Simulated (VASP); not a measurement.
# Rb2Re (I4_1/amd) in VASP: single point with PBE

Aim: the single point of Rb2Re with PBE.

Program: VASP 6.6.1. These are calculated values, not measurements. Logs are shortened: lines on timing, memory, paths and dates and some standing lists are left out, and cuts for length are marked.

## 1. The cell of the first run

The structure is tetragonal, space group I4_1/amd (No. 141). The conventional cell has a = 4.824 Å, b = 4.824 Å, c = 16.774 Å, α = 90.00°, β = 90.00°, γ = 90.00°. Within 3.7 Å of Rb (site symmetry 2mm) lie 3 Rb at 2.79 to 2.80 Å and 6 Re at 3.69 Å. Re (site symmetry -4m2) has 12 Rb at 3.69 Å and 8 Re at 4.82 to 4.84 Å within 4.9 Å.

## 2. Single point, PBE

INCAR reads:

```
SYSTEM = Rb2Re
PREC = Accurate
ENCUT = 520
EDIFF = 1E-6
ISMEAR = 0
SIGMA = 0.1
LREAL = .False.
LASPH = .True.
NELM = 60
ALGO = Fast
ISIF = 2
LWAVE = .False.
LCHARG = .False.
GGA = PE
NBANDS = 34
```

KPOINTS reads:

```
Automatic mesh
0
Gamma
  6 6 6
  0 0 0
```

POSCAR reads:

```
Rb2Re
1.0
   -2.4121384415      2.4121384415      8.3869457300
    2.4121384415     -2.4121384415      8.3869457300
    2.4121384415      2.4121384415     -8.3869457300
Rb Re
4 2
Direct
    0.4165000000      0.4165000000      0.0000000000
    0.1665000000      0.6665000000      0.5000000000
    0.3335000000      0.8335000000      0.5000000000
    0.5835000000      0.5835000000      0.0000000000
    0.0000000000      0.0000000000      0.0000000000
    0.7500000000      0.2500000000      0.5000000000
```

Potentials or basis: VASP PAW PBE potentials, release 64 (Rb_sv, Re).

Command:

```bash
$ cat potpaw_PBE.64/Rb_sv/POTCAR potpaw_PBE.64/Re/POTCAR > POTCAR
$ mpirun -np 1 vasp_std > vasp.out
```

OUTCAR:

```text
SYSTEM = Rb2Re
   PREC = Accurate
   ENCUT = 520
   EDIFF = 1E-6
   ISMEAR = 0
   LREAL = .False.
   LASPH = .True.
   NELM = 60
   ISIF = 2
   GGA = PE

 ion  position               nearest neighbor table
   1  0.416  0.416  0.000-   3 2.79   3 2.79   4 2.80   5 3.69   5 3.69   5 3.69   5 3.69   6 3.69
                             6 3.69   2 4.84   2 4.84   2 4.84   2 4.84   3 5.57   3 5.57   3 5.57
   2  0.166  0.666  0.500-   4 2.79   4 2.79   3 2.80   6 3.69   6 3.69   6 3.69   6 3.69   5 3.69
                             5 3.69   1 4.84   1 4.84   1 4.84   1 4.84   4 5.57   4 5.57   4 5.57
   3  0.334  0.834  0.500-   1 2.79   1 2.79   2 2.80   6 3.69   6 3.69   6 3.69   6 3.69   5 3.69
                             5 3.69   4 4.84   4 4.84   4 4.84   4 4.84   1 5.57   1 5.57   1 5.57
   4  0.584  0.584  0.000-   2 2.79   2 2.79   1 2.80   5 3.69   5 3.69   5 3.69   5 3.69   6 3.69
                             6 3.69   3 4.84   3 4.84   3 4.84   3 4.84   2 5.57   2 5.57   2 5.57
   5  0.000  0.000  0.000-   4 3.69   4 3.69   4 3.69   1 3.69   4 3.69   1 3.69   1 3.69   1 3.69
                             3 3.69   2 3.69   3 3.69   2 3.69
   6  0.750  0.250  0.500-   3 3.69   3 3.69   3 3.69   2 3.69   3 3.69   2 3.69   2 3.69   2 3.69
                             4 3.69   4 3.69   1 3.69   1 3.69

 -----------------------------------------------------------------------------
|                                                                             |
|           W    W    AA    RRRRR   N    N  II  N    N   GGGG   !!!           |
|           W    W   A  A   R    R  NN   N  II  NN   N  G    G  !!!           |
|           W    W  A    A  R    R  N N  N  II  N N  N  G       !!!           |
|           W WW W  AAAAAA  RRRRR   N  N N  II  N  N N  G  GGG   !            |
|           WW  WW  A    A  R   R   N   NN  II  N   NN  G    G                |
|           W    W  A    A  R    R  N    N  II  N    N   GGGG   !!!           |
|                                                                             |
|     The distance between some ions is very small. Please check the          |
|     nearest-neighbor list in the OUTCAR file.                               |
|     I HOPE YOU KNOW WHAT YOU ARE DOING!                                     |
|                                                                             |
 -----------------------------------------------------------------------------

  LATTYP: Found a body centered tetragonal cell.
 ALAT       =     4.8242768830
 C/A-ratio  =     3.4769752787

  Lattice vectors:

 A1 = (  -2.4121384415,   2.4121384415,   8.3869457300)
 A2 = (   2.4121384415,  -2.4121384415,   8.3869457300)
 A3 = (   2.4121384415,   2.4121384415,  -8.3869457300)

Analysis of symmetry for initial positions (statically):
=====================================================================
 Subroutine PRICEL returns:
 Original cell was already a primitive cell.

 Routine SETGRP: Setting up the symmetry group for a
 body centered tetragonal supercell.

 Subroutine GETGRP returns: Found 16 space group operations
 (whereof  8 operations were pure point group operations)
 out of a pool of 16 trial point group operations.

The static configuration has the point symmetry D_2d.
 The point group associated with its full space group is D_4h.

Analysis of symmetry for dynamics (positions and initial velocities):
=====================================================================
 Subroutine PRICEL returns:
 Original cell was already a primitive cell.

 Routine SETGRP: Setting up the symmetry group for a
 body centered tetragonal supercell.

 Subroutine GETGRP returns: Found 16 space group operations
 (whereof  8 operations were pure point group operations)
 out of a pool of 16 trial point group operations.

The dynamic configuration has the point symmetry D_2d.
 The point group associated with its full space group is D_4h.

 Subroutine INISYM returns: Found 16 space group operations
 (whereof  8 operations are pure point group operations),
 and found     1 'primitive' translations

----------------------------------------------------------------------------------------

                                     Primitive cell

  volume of cell :     195.1948

  direct lattice vectors                    reciprocal lattice vectors
    -2.412138441  2.412138441  8.386945730     0.000000000  0.207284952  0.059616458
     2.412138441 -2.412138441  8.386945730     0.207284952  0.000000000  0.059616458
     2.412138441  2.412138441 -8.386945730     0.207284952  0.207284952  0.000000000

  length of vectors
     9.054152771  9.054152771  9.054152771     0.215687675  0.215687675  0.293145190

[... 30 lines left out ...]
     0.034547492  0.034547492  0.000000000     0.000000000  0.000000000  0.166666667

  Length of vectors
     0.035947946  0.035947946  0.048857532

  Shift w.r.t. Gamma in fractional coordinates (k-lattice)
     0.000000000  0.000000000  0.000000000

 Subroutine IBZKPT returns following result:
 ===========================================

 Found     30 irreducible k-points:

 Following reciprocal coordinates:
            Coordinates               Weight
  0.000000  0.000000  0.000000      1.000000
  0.166667 -0.000000  0.000000      8.000000
  0.333333  0.000000  0.000000      8.000000
  0.500000 -0.000000  0.000000      4.000000
  0.166667  0.166667  0.000000      8.000000
  0.333333  0.166667 -0.000000     16.000000
[... 16 lines left out ...]
 -0.333333 -0.333333  0.166667      8.000000
 -0.166667 -0.333333  0.166667      8.000000
 [... further k-points ...]
   k-points           NKPTS =     30   k-points in BZ     NKDIM =     30   number of bands    NBANDS=     34
   number of dos      NEDOS =    301   number of ions     NIONS =      6
   total plane-waves  NPLWV = 343000
   dimension x,y,z NGX =    70 NGY =   70 NGZ =   70
   dimension x,y,z NGXF=   140 NGYF=  140 NGZF=  140
   ions per type =               4   2
   NGX,Y,Z   is equivalent  to a cutoff of  12.85, 12.85, 12.85 a.u.
   NGXF,Y,Z  is equivalent  to a cutoff of  25.71, 25.71, 25.71 a.u.
 SYSTEM =  Rb2Re
   PREC   = accura    normal or accurate (medium, high low for compatibility)
   ISTART =      0    job   : 0-new  1-cont  2-samecut
   ICHARG =      2    charge: 1-file 2-atom 10-const
   ISPIN  =      1    spin polarized calculation?
   LNONCOLLINEAR =      F non collinear calculations
   LSORBIT =      F    spin-orbit coupling
   LASPH  =      T    aspherical Exc in radial PAW
   ENCUT  =  520.0 eV  38.22 Ry    6.18 a.u.  16.83 16.83 16.83*2*pi/ulx,y,z
   NELM   =     60;   NELMIN=  2; NELMDL= -5     # of ELM steps
   EDIFF  = 0.1E-05   stopping-criterion for ELM
   LREAL  =      F    real-space projection
   EDIFFG = 0.1E-04   stopping-criterion for IOM
   NSW    =      0    number of steps for IOM
   IBRION =     -1    ionic relax: 0-MD 1-quasi-New 2-CG
   NFREE  =      0    steps in history (QN), initial steepest desc. (CG)
   ISIF   =      2    stress and relaxation
   ISYM   =      2    0-nonsym 1-usesym 2-fastsym
   POTIM  = 0.5000    time-step for ionic-motion
   TEBEG  =    0.0;   TEEND  =   0.0 temperature during run
   PSTRESS=    0.0 pullay stress
   NELECT =      50.0000    total number of electrons
   NUPDOWN=      -1.0000    fix difference up-down
   EMIN   =  10.00;   EMAX   =-10.00  energy-range for DOS
   EFERMI =   0.00;   METHOD = LEGACY
   ISMEAR =     0;   SIGMA  =   0.10  broadening in eV -4-tet -1-fermi 0-gaus
   EFERMI_NEDOS =   21; number of points for ismear=-14 and -15
   IALGO  =     68    algorithm
   IMIX   =      4    mixing-type and parameters
     AMIX     =   0.40;   BMIX     =  1.00
     AMIX_MAG =   1.60;   BMIX_MAG =  1.00
  volume/ion in A,a.u.               =      32.53       219.54
  Fermi-wavevector in a.u.,A,eV,Ry     =   1.039702  1.964751 14.707620  1.080980
  Thomas-Fermi vector in A             =   2.174244
   LORBIT       =      0    0 simple, 1 ext, 2 COOP (PROOUT), +10 PAW based schemes
   GGA     = PE    functional components
   LHFCALC =     F    Hartree Fock is set to
   AEXX    =    0.0000 exact exchange contribution
   IVDW    =     0    specifies the selected vdW correction
   LEPSILON=     F    determine dielectric tensor
   LRPA    =     F    only Hartree local field effects (RPA)
 non-spin polarized calculation
 RMM-DIIS sequential band-by-band and
 Gauss-broadening in eV      SIGMA  =   0.10
  energy-cutoff  :      520.00
  volume of cell :      195.19
 maximum number of plane-waves:      5292
 NGX is ok and might be reduce to    70
   NGX = 33   NGY = 33   NGZ = 33

 number of electron      50.0000000 magnetization

 Free energy of the ion-electron system (eV)
  ---------------------------------------------------
  ext. energy  EPLUGINS =         0.00000000
  ---------------------------------------------------
  free energy    TOTEN  =       -10.86631127 eV

  energy without entropy =      -10.73566482  energy(sigma->0) =      -10.80098805

 E-fermi :   1.9477     XC(G=0):  -8.9012

 val. band max:        1.9416140123   @ k =   0.5000  -0.0000   0.0000
 cond. band min:       1.9477233394   @ k =  -0.1667  -0.1667   0.1667
 fundamental gap:      0.0061093271
 Fermi energy:         1.9477215954

 k-point     1 :       0.0000    0.0000    0.0000
  band No.  band energies     occupation
      1     -26.6930      2.00000
      2     -26.3144      2.00000
      3     -25.8618      2.00000
      4     -25.4066      2.00000
      5     -11.9084      2.00000
      6     -11.9084      2.00000
[... 877 lines left out ...]
     33       5.6368      0.00000
     34       5.8493      0.00000

 [... further k-points ...]

------------------------ aborting loop because EDIFF is reached ----------------------------------------

  FORCE on cell =-STRESS in cart. coord.  units (eV):
  Direction    XX          YY          ZZ          XY          YZ          ZX
  --------------------------------------------------------------------------------------
  -------------------------------------------------------------------------------------
  Total        4.0884749      4.0884749     13.3203596      0.0000000     -0.0000000      0.0000000
  in kB       33.5585846     33.5585846    109.3347578      0.0000000     -0.0000000      0.0000000
  external PRESSURE =      58.8173090 kB  Pullay stress =       0.0000000 kB

 VOLUME and BASIS-vectors are now :
 -----------------------------------------------------------------------------
  energy-cutoff  :      520.00
  volume of cell :      195.19
      direct lattice vectors                 reciprocal lattice vectors
    -2.412138441  2.412138441  8.386945730     0.000000000  0.207284952  0.059616458
     2.412138441 -2.412138441  8.386945730     0.207284952  0.000000000  0.059616458
     2.412138441  2.412138441 -8.386945730     0.207284952  0.207284952  0.000000000

 POSITION                                       TOTAL-FORCE (eV/Angst)
 -----------------------------------------------------------------------------------
      0.00000      0.00000      6.98633        -0.000000      0.000000      0.143305
      2.41214      0.00000      2.79285         0.000000     -0.000000      0.143305
      2.41214      0.00000      5.59409         0.000000     -0.000000     -0.143305
      0.00000      0.00000      9.78757        -0.000000      0.000000     -0.143305
      0.00000      0.00000      0.00000        -0.000000     -0.000000      0.000000
      0.00000      2.41214      4.19347        -0.000000     -0.000000      0.000000
 -----------------------------------------------------------------------------------
    total drift:                               -0.000000     -0.000000      0.000000

  FREE ENERGIE OF THE ION-ELECTRON SYSTEM (eV)
  ---------------------------------------------------
  free  energy   TOTEN  =       -10.8663112733 eV

  energy  without entropy=      -10.7356648242  energy(sigma->0) =      -10.80098805
```

Wall time 28 min (1 thread of Intel Xeon 6975P-C (Granite Rapids), shared host); peak memory 0.76 GiB.

What came out:

* Free energy: -10.8663 eV
* Pressure: 5.9 GPa
* Largest force: 0.143 eV/Å
* Band gap on the k mesh: zero (bands 25 and 26 overlap by 0.26 eV)

Forces on the atoms (eV/Å):
```
Rb   0.000  0.000  0.143
Rb   0.000  0.000  0.143
Rb   0.000  0.000 -0.143
Rb   0.000  0.000 -0.143
Re   0.000  0.000  0.000
Re   0.000  0.000  0.000
```

Levels at points of the mesh, in eV from the Fermi level:
```csv
k point,band 24,band 25,band 26,band 27,band 28,band 29
"(0.00, 0.00, 0.00)",-0.07,0.03,0.11,0.16,0.16,0.36
"(0.50, 0.00, 0.00)",-0.10,-0.01,0.08,0.24,0.32,0.69
"(0.50, 0.50, 0.00)",-0.08,0.20,0.20,0.44,0.44,1.16
"(0.50, 0.50, 0.50)",-0.12,-0.03,-0.03,0.13,0.13,2.08
```

Caveat: the cell stands under pressure; spin-orbit coupling is left out, which moves the levels of the heavy elements.
